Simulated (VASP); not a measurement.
Ge: single point with PBEsol

Ge:

```
CELL_PARAMETERS angstrom
0.00000 -2.83786 -2.83786
0.00000 2.83786 -2.83786
5.67572 0.00000 0.00000
ATOMIC_POSITIONS crystal
Ge 0.50000 0.50000 0.00000
Ge 0.00000 0.00000 0.50000
Ge 0.00000 0.50000 0.25000
Ge 0.50000 0.00000 0.75000
```

| Quantity | Value |
| --- | --- |
| Program | VASP 6.6.1 |
| Task | single point |
| Functional | PBEsol |
| Potentials or basis | VASP PAW PBE potentials, release 64 (Ge_d) |
| Cutoff | 520 eV |
| k mesh | 12 × 12 × 8 |
| Occupations | gaussian, width 0.15 eV |
| Spin | no spin polarisation |

```yaml
Pressure: -0.1 GPa
Band_gap_on_the_k_mesh: zero (filled and empty bands touch)
```

Levels at points of the mesh, in eV from the Fermi level:
| k point | band 26 | band 27 | band 28 | band 29 | band 30 | band 31 |
| --- | --- | --- | --- | --- | --- | --- |
| (0.00, 0.00, 0.00) | -0.13 | -0.04 | -0.04 | -0.04 | 0.64 | 0.64 |
| (0.50, 0.00, 0.00) | -3.90 | -1.53 | -1.53 | 1.86 | 1.86 | 4.71 |
| (0.50, 0.50, 0.00) | -3.09 | -3.09 | -3.09 | 0.64 | 0.64 | 0.64 |
| (0.00, 0.00, 0.50) | -2.06 | -2.06 | -2.06 | 0.91 | 0.91 | 2.63 |
| (0.50, 0.00, 0.50) | -1.43 | -1.43 | -1.43 | 0.05 | 0.05 | 3.67 |
| (0.50, 0.50, 0.50) | -3.93 | -3.93 | -3.93 | 4.21 | 4.21 | 4.21 |

It took 4 min on 1 thread of Intel(R) Xeon(R) Platinum 8488C (Sapphire Rapids) (shared host), peak memory 0.41 GiB.

Caveat: semilocal functionals underestimate gaps, and a narrow one can read as zero; the PAW data sets were made with another functional, which shifts forces and pressure a little.
